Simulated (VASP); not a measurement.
# CaNdAu3 (P4mm) in VASP: further runs

The runs below take CaNdAu3 through single point, relaxation of cell and atoms, with PBE.

All numbers are computed with VASP 6.6.1; they aren't measurements. Logs are shortened: lines on timing, memory, paths and dates and some standing lists are left out, and cuts for length are marked.

## Step 1: The cell of the first run

It takes space group P4mm (No. 99, tetragonal). Conventional cell: a = 4.445 Å, b = 4.445 Å, c = 6.951 Å, α = 90.00°, β = 90.00°, γ = 90.00°. Ca (site symmetry 4mm) has 5 Au at 2.92 to 3.01 Å within 3.8 Å. Within 4.0 Å of Nd (site symmetry 4mm) lie 8 Au at 3.03 to 3.14 Å. Within 3.8 Å of Au (site symmetry 4mm) lie 1 Ca at 2.92 Å and 4 Au at 2.99 Å and 4 Nd at 3.14 Å. Au (site symmetry 2mm) has 6 Au at 2.99 to 3.14 Å and 2 Ca at 3.01 Å and 2 Nd at 3.03 Å within 3.9 Å.

The cell was generated, and may not be a known phase.

## Step 2: Single point, PBE

Input file INCAR:

```
SYSTEM = CaNdAu3
PREC = Accurate ; ENCUT = 500
EDIFF = 1E-6 ; ISMEAR = 0
SIGMA = 0.2 ; LREAL = .False.
LASPH = .True. ; NELM = 200
ALGO = Normal ; ISIF = 2
LWAVE = .False. ; LCHARG = .False.
GGA = PE ; NBANDS = 35
GGA_COMPAT = .False. ; LMAXMIX = 6
```

Input file KPOINTS:

```
regular mesh
0
Gamma
  3 3 3
  0 0 0
```

Input file POSCAR:

```
CaNdAu3
1.0
    4.4446526289      0.0000000000      0.0000000000
    0.0000000000      4.4446526289      0.0000000000
    0.0000000000      0.0000000000      6.9513707702
Ca Nd Au
1 1 3
Direct
    0.5000000000      0.5000000000      0.6476053991
    0.0000000000      0.0000000000      0.0597951561
    0.5000000000      0.5000000000      1.0670907833
    0.0000000000      0.5000000000      0.3557543308
    0.5000000000      0.0000000000      0.3557543308
```

Potentials or basis: VASP PAW PBE potentials, release 64 (Ca_sv, Nd_3, Au), 4f in core.

On the command line:

```
cat potpaw_PBE.64/Ca_sv/POTCAR potpaw_PBE.64/Nd_3/POTCAR potpaw_PBE.64/Au/POTCAR > POTCAR
mpirun -np 1 vasp_std > vasp.out
```

OUTCAR:

```text
SYSTEM = CaNdAu3
   PREC = Accurate
   ENCUT = 500
   EDIFF = 1E-6
   ISMEAR = 0
   LREAL = .False.
   LASPH = .True.
   NELM = 200
   ISIF = 2
   GGA = PE

 ion  position               nearest neighbor table
   1  0.500  0.500  0.648-   3 2.92   4 3.01   5 3.01   5 3.01   4 3.01
   2  0.000  0.000  0.060-   4 3.03   5 3.03   4 3.03   5 3.03   3 3.14   3 3.14   3 3.14   3 3.14

   3  0.500  0.500  0.067-   1 2.92   4 2.99   5 2.99   5 2.99   4 2.99   2 3.14   2 3.14   2 3.14
                             2 3.14
   4  0.000  0.500  0.356-   3 2.99   3 2.99   1 3.01   1 3.01   2 3.03   2 3.03   5 3.14   5 3.14
                             5 3.14   5 3.14
   5  0.500  0.000  0.356-   3 2.99   3 2.99   1 3.01   1 3.01   2 3.03   2 3.03   4 3.14   4 3.14
                             4 3.14   4 3.14

  LATTYP: Found a simple tetragonal cell.
 ALAT       =     4.4446526289
 C/A-ratio  =     1.5639851639

  Lattice vectors:

 A1 = (   4.4446526289,   0.0000000000,   0.0000000000)
 A2 = (   0.0000000000,   4.4446526289,   0.0000000000)
 A3 = (   0.0000000000,   0.0000000000,   6.9513707702)

Analysis of symmetry for initial positions (statically):
=====================================================================
 Subroutine PRICEL returns:
 Original cell was already a primitive cell.

 Routine SETGRP: Setting up the symmetry group for a
 simple tetragonal supercell.

 Subroutine GETGRP returns: Found  8 space group operations
 (whereof  8 operations were pure point group operations)
 out of a pool of 16 trial point group operations.

The static configuration has the point symmetry C_4v.

Analysis of symmetry for dynamics (positions and initial velocities):
=====================================================================
 Subroutine PRICEL returns:
 Original cell was already a primitive cell.

 Routine SETGRP: Setting up the symmetry group for a
 simple tetragonal supercell.

 Subroutine GETGRP returns: Found  8 space group operations
 (whereof  8 operations were pure point group operations)
 out of a pool of 16 trial point group operations.

The dynamic configuration has the point symmetry C_4v.

 Subroutine INISYM returns: Found  8 space group operations
 (whereof  8 operations are pure point group operations),
 and found     1 'primitive' translations

[... 80 lines left out ...]
   NELM   =    200;   NELMIN=  2; NELMDL= -5     # of ELM steps
   EDIFF  = 0.1E-05   stopping-criterion for ELM
   LREAL  =      F    real-space projection
   EDIFFG = 0.1E-04   stopping-criterion for IOM
   NSW    =      0    number of steps for IOM
   IBRION =     -1    ionic relax: 0-MD 1-quasi-New 2-CG
   NFREE  =      0    steps in history (QN), initial steepest desc. (CG)
   ISIF   =      2    stress and relaxation
   ISYM   =      2    0-nonsym 1-usesym 2-fastsym
   POTIM  = 0.5000    time-step for ionic-motion
   TEBEG  =    0.0;   TEEND  =   0.0 temperature during run
   PSTRESS=    0.0 pullay stress
   NELECT =      54.0000    total number of electrons
   NUPDOWN=      -1.0000    fix difference up-down
   EMIN   =  10.00;   EMAX   =-10.00  energy-range for DOS
   EFERMI =   0.00;   METHOD = LEGACY
   ISMEAR =     0;   SIGMA  =   0.20  broadening in eV -4-tet -1-fermi 0-gaus
   EFERMI_NEDOS =   21; number of points for ismear=-14 and -15
   IALGO  =     38    algorithm
   IMIX   =      4    mixing-type and parameters
     AMIX     =   0.40;   BMIX     =  1.00
     AMIX_MAG =   1.60;   BMIX_MAG =  1.00
  volume/ion in A,a.u.               =      27.46       185.34
  Fermi-wavevector in a.u.,A,eV,Ry     =   1.199382  2.266503 19.572202  1.438516
  Thomas-Fermi vector in A             =   2.335246
   LORBIT       =      0    0 simple, 1 ext, 2 COOP (PROOUT), +10 PAW based schemes
   GGA     = PE    functional components
   LHFCALC =     F    Hartree Fock is set to
   AEXX    =    0.0000 exact exchange contribution
   IVDW    =     0    specifies the selected vdW correction
   LEPSILON=     F    determine dielectric tensor
   LRPA    =     F    only Hartree local field effects (RPA)
 non-spin polarized calculation
 Gauss-broadening in eV      SIGMA  =   0.20
  energy-cutoff  :      500.00
  volume of cell :      137.32
 maximum number of plane-waves:      3497
   NGX = 17   NGY = 17   NGZ = 25

 number of electron      54.0000009 magnetization

 Free energy of the ion-electron system (eV)
  ---------------------------------------------------
  ext. energy  EPLUGINS =         0.00000000
  ---------------------------------------------------
  free energy    TOTEN  =       -19.23810687 eV

  energy without entropy =      -19.18351916  energy(sigma->0) =      -19.21081302

 E-fermi :   4.7889     XC(G=0):  -9.8213

 val. band max:        4.3179269426   @ k =   0.3333   0.0000   0.3333
 cond. band min:       4.8179332145   @ k =   0.3333   0.3333   0.0000
 fundamental gap:      0.5000062719
 Fermi energy:         4.7889406208

 k-point     1 :       0.0000    0.0000    0.0000
  band No.  band energies     occupation
      1     -36.6446      2.00000
      2     -33.7249      2.00000
      3     -17.6923      2.00000
      4     -17.6923      2.00000
      5     -17.6043      2.00000
      6     -14.9333      2.00000
[... 217 lines left out ...]
     34       8.1958      0.00000
     35       8.4663      0.00000

------------------------ aborting loop because EDIFF is reached ----------------------------------------

  FORCE on cell =-STRESS in cart. coord.  units (eV):
  Direction    XX          YY          ZZ          XY          YZ          ZX
  --------------------------------------------------------------------------------------
  -------------------------------------------------------------------------------------
  Total        0.2486719      0.2486719      0.4459288      0.0000000     -0.0000000      0.0000000
  in kB        2.9012906      2.9012906      5.2027142      0.0000000     -0.0000000      0.0000000
  external PRESSURE =       3.6684318 kB  Pullay stress =       0.0000000 kB

 VOLUME and BASIS-vectors are now :
 -----------------------------------------------------------------------------
  energy-cutoff  :      500.00
  volume of cell :      137.32
      direct lattice vectors                 reciprocal lattice vectors
     4.444652629  0.000000000  0.000000000     0.224989461  0.000000000  0.000000000
     0.000000000  4.444652629  0.000000000     0.000000000  0.224989461  0.000000000
     0.000000000  0.000000000  6.951370770     0.000000000  0.000000000  0.143856519

 POSITION                                       TOTAL-FORCE (eV/Angst)
 -----------------------------------------------------------------------------------
      2.22233      2.22233      4.50175         0.000000      0.000000     -0.045091
      0.00000      0.00000      0.41566         0.000000      0.000000     -0.074595
      2.22233      2.22233      0.46637         0.000000     -0.000000      0.038016
      0.00000      2.22233      2.47298        -0.000000     -0.000000      0.040836
      2.22233      0.00000      2.47298         0.000000     -0.000000      0.040836
 -----------------------------------------------------------------------------------
    total drift:                                0.000000     -0.000000      0.000507

  FREE ENERGIE OF THE ION-ELECTRON SYSTEM (eV)
  ---------------------------------------------------
  free  energy   TOTEN  =       -19.2381068711 eV

  energy  without entropy=      -19.1835191626  energy(sigma->0) =      -19.21081302
```

stdout:

```text
POSCAR found type information on POSCAR CaNdAu
 POSCAR found :  3 types and       5 ions
 scaLAPACK will be used
 LDA part: xc-table for (Slater+PW92), standard interpolation
 POSCAR, INCAR and KPOINTS ok, starting setup
 FFT: planning ... GRIDC
 FFT: planning ... GRID_SOFT
 FFT: planning ... GRID
 WAVECAR not read
 entering main loop
```

Run time: 15 s. Hardware: 1 thread of Intel Xeon 6975P-C (Granite Rapids), shared host; peak memory 0.24 GiB.

What came out:

```yaml
Free_energy: -19.2381 eV
Pressure: 0.4 GPa
Largest_force: 0.075 eV/Å
Band_gap_on_the_k_mesh: zero (bands 27 and 28 overlap by 0.77 eV)
```

Forces in eV/Å, atoms in the order of the input:
```
Ca   0.000  0.000 -0.045
Nd   0.000  0.000 -0.075
Au   0.000  0.000  0.038
Au   0.000  0.000  0.041
Au   0.000  0.000  0.041
```

Levels at points of the mesh, in eV from the Fermi level:
```
           k point  band 25  band 26  band 27  band 28  band 29  band 30
(0.00, 0.00, 0.00)    -2.50    -1.04     0.69     1.27     1.27     1.66
```

Caveat: the k points lie up to 0.47 Å⁻¹ apart, too coarse for converged energies and pressures of a metal; spin-orbit coupling is left out, which moves the levels of the heavy elements; the 4f electrons are frozen in the core, so they carry no moment and show no levels. Spin polarisation is off, so any magnetic state and its effect on volume and gap are missing.

## Step 3: Relaxation of cell and atoms, PBE

This run uses another cell than the first one, of 23.45 Å³/atom.

Input file INCAR:

```
PREC     = Accurate       # precision mode
ENCUT    = 500            # plane-wave cutoff, eV
EDIFF    = 1E-7           # SCF threshold, eV
ISMEAR   = 0              # smearing method
SIGMA    = 0.2            # smearing width, eV
LREAL    = False          # projectors in reciprocal space
LASPH    = True           # aspherical terms in the spheres
NELM     = 200            # most SCF steps
ALGO     = Normal         # electronic algorithm
ISIF     = 3              # what is computed and relaxed
LWAVE    = False          # write WAVECAR
LCHARG   = False          # write CHGCAR
GGA      = PE             # functional
IBRION   = 2              # ionic algorithm
NSW      = 36             # ionic steps
EDIFFG   = -0.08          # ionic threshold
GGA_COMPAT= False        
NELMIN   = 4            
LMAXMIX  = 6              # l up to which the mixer works
```

Input file KPOINTS:

```
Automatic mesh
0
Gamma
  3 3 3
```

Input file POSCAR:

```
CaNdAu3
1.0
    4.8856017500      0.0000000000      0.0000000000
    0.0000000000      4.8856017500      0.0000000000
    0.0000000000      0.0000000000      4.9127052500
Ca Nd Au
1 1 3
Direct
    0.5000000000      0.5000000000      0.5120000200
    0.0000000000      0.0000000000      0.0000000000
    0.5000000000      0.5000000000      0.9739999800
    0.0000000000      0.5000000000      0.5000000000
    0.5000000000      0.0000000000      0.5000000000
```

Potentials or basis: VASP PAW PBE potentials, release 64 (Ca_sv, Nd_3, Au), 4f in core.

On the command line:

```
cat potpaw_PBE.64/Ca_sv/POTCAR potpaw_PBE.64/Nd_3/POTCAR potpaw_PBE.64/Au/POTCAR > POTCAR
mpirun -np 1 vasp_std > vasp.out
```

It took 88 s on 1 thread of Intel Xeon 6975P-C (Granite Rapids), shared host; peak memory 0.22 GiB.

The run converged. Its results:

```
Free energy                           : -16.6828 eV
Relaxed volume                        : 28.70 Å³/atom
Relaxed cell                          : a = 5.234 Å, b = 5.234 Å, c = 5.238 Å, α = 90.00°, β = 90.00°, γ = 90.00°
Space group after relaxing (to 0.1 Å) : Pm-3m (No. 221)
Energy gained by relaxing             : 260.4 meV/atom
Ionic steps                           : 7
Pressure after relaxing               : 0.0 GPa
Largest force after relaxing          : 0.066 eV/Å
Band gap on the k mesh                : zero (bands 27 and 28 overlap by 0.98 eV)
```

Forces in eV/Å, atoms in the order of the input:
```
Ca   0.000  0.000 -0.066
Nd   0.000  0.000  0.009
Au   0.000  0.000 -0.035
Au   0.000  0.000  0.046
Au   0.000  0.000  0.046
```

Step by step:
```
step  energy change (eV)  largest force (eV/Å)  pressure (GPa)  volume (Å³)
   1              0.0000                4.0171           15.13       117.26
   2             -0.9535                1.7027           -2.98       158.99
   3             -1.2770                0.6202            0.82       140.94
   4             -1.2767                0.6645            0.66       141.45
   5             -1.2999                0.1425           -0.30       144.45
   6             -1.3000                0.1316           -0.32       144.51
   7             -1.3022                0.0664           -0.03       143.50
```

Final structure:
```cif
data_structure
_symmetry_space_group_name_H-M 'P 1'
_symmetry_Int_Tables_number 1
_cell_length_a 5.2343
_cell_length_b 5.2343
_cell_length_c 5.2375
_cell_angle_alpha 90.000
_cell_angle_beta 90.000
_cell_angle_gamma 90.000
_cell_volume 143.50
loop_
_atom_site_label
_atom_site_type_symbol
_atom_site_fract_x
_atom_site_fract_y
_atom_site_fract_z
_atom_site_occupancy
Ca1 Ca 0.50000 0.50000 0.49257 1
Nd1 Nd 0.00000 0.00000 0.00037 1
Au1 Au 0.50000 0.50000 0.99308 1
Au2 Au 0.00000 0.50000 0.49999 1
Au3 Au 0.50000 0.00000 0.49999 1
```

Levels at points of the mesh, in eV from the Fermi level:
```
           k point  band 22  band 23  band 24  band 25  band 26  band 27  band 28  band 29  band 30  band 31
(0.00, 0.00, 0.00)    -3.37    -3.37    -3.11    -1.48    -1.48     0.99     1.00     1.00     1.90     1.90
```

Caveat: the k points lie up to 0.40 Å⁻¹ apart in the final cell, too coarse for converged energies and pressures of a metal; the volume moved by over 15 % at a fixed basis, so the end points are rough; spin-orbit coupling is left out, which moves the levels of the heavy elements; the 4f electrons are frozen in the core, so they carry no moment and show no levels; the relaxation stopped at a loose force limit of 0.08 eV/Å, so its end isn't a converged minimum.

## Step 4: Single point, PBE

This run uses another cell than the first one, of 27.24 Å³/atom.

Input file INCAR:

```
ALGO = Normal ; EDIFF = 1E-6
ENCUT = 500 ; GGA = PE
GGA_COMPAT = F ; ISIF = 2
ISMEAR = 0 ; LASPH = T
LCHARG = F ; LMAXMIX = 6
LREAL = F ; LWAVE = F
NBANDS = 35 ; NELM = 200
PREC = Accurate ; SIGMA = 0.2
```

Input file KPOINTS:

```
k-points
0
Gamma
  4 4 3
```

Input file POSCAR:

```
CaNdAu3
1.0
    4.3809959387      0.0000000000      0.0000000000
    0.0000000000      4.3809959387      0.0000000000
    0.0000000000      0.0000000000      7.0957152312
Ca Nd Au
1 1 3
Direct
    0.5000000000      0.5000000000      0.6068837758
    0.0000000000      0.0000000000      0.0108388293
    0.5000000000      0.0000000000      0.2973376948
    0.0000000000      0.5000000000      0.2973376948
    0.0000000000      0.0000000000      0.5880019653
```

On the command line:

```
cat potpaw_PBE.64/Ca_sv/POTCAR potpaw_PBE.64/Nd_3/POTCAR potpaw_PBE.64/Au/POTCAR > POTCAR
mpirun -np 1 vasp_std > vasp.out
```

Wall time 30 s (1 thread of Intel Xeon 6975P-C (Granite Rapids), shared host); peak memory 0.25 GiB.

Results (log left out):

- Free energy: -18.9130 eV
- Pressure: 0.3 GPa
- Largest force: 0.069 eV/Å
- Band gap on the k mesh: zero (bands 27 and 28 overlap by 0.36 eV)

Forces in eV/Å, atoms in the order of the input:
```
Ca   0.000  0.000  0.069
Nd   0.000  0.000 -0.026
Au   0.000  0.000 -0.016
Au   0.000  0.000 -0.016
Au   0.000  0.000 -0.010
```

Stress tensor (GPa, compression positive):
```
0.10 0.00 0.00
0.00 0.10 0.00
0.00 0.00 0.60
```

Levels at points of the mesh, in eV from the Fermi level:
| k point | band 23 | band 24 | band 25 | band 26 | band 27 | band 28 | band 29 | band 30 | band 31 | band 32 |
| --- | --- | --- | --- | --- | --- | --- | --- | --- | --- | --- |
| (0.00, 0.00, 0.00) | -2.99 | -2.56 | -2.26 | -1.30 | 0.04 | 1.48 | 1.48 | 2.48 | 2.54 | 2.82 |
| (0.50, 0.00, 0.00) | -3.44 | -3.41 | -3.14 | -1.50 | -0.72 | -0.32 | 1.16 | 1.87 | 2.06 | 2.82 |
| (0.50, 0.50, 0.00) | -3.27 | -3.16 | -1.12 | -0.76 | -0.76 | -0.04 | -0.04 | 1.32 | 1.84 | 2.12 |

Caveat: spin-orbit coupling is left out, which moves the levels of the heavy elements; the 4f electrons are frozen in the core, so they carry no moment and show no levels.

## Step 5: Overview

```tsv
task	cell	k mesh	gap on the mesh (eV)	pressure (GPa)	largest force (eV/Å)
single point	a = 4.445, b = 4.445, c = 6.951 Å, 5 atoms, atomic positions A	3 × 3 × 3	none	0.4	0.07
relaxation of cell and atoms	relaxed from a = 4.886, b = 4.886, c = 4.913 Å, 5 atoms, atomic positions B	3 × 3 × 3	none	0.0	0.07
single point	a = 4.381, b = 4.381, c = 7.096 Å, 5 atoms, atomic positions C	4 × 4 × 3	none	0.3	0.07
```

Alike in all rows: level PBE; potentials or basis VASP PAW PBE potentials, release 64 (Ca_sv, Nd_3, Au), 4f in core; no spin polarisation; cutoff (eV) 500; smearing gaussian 0.2 eV.

Caveats: some runs use coarse meshes; spin-orbit coupling is left out, which moves the levels of the heavy elements; the 4f electrons are frozen in the core, so they carry no moment and show no levels; the volume moved by over 15 % at a fixed basis, so the end points are rough (at least some runs); the relaxation stopped at a loose force limit of 0.08 eV/Å, so its end isn't a converged minimum (at least some runs).

Total energies depend on the potentials used, so only differences within one code and one set of settings carry meaning.

The gap in the log of VASP goes by the Fermi energy; the results here count the filled bands.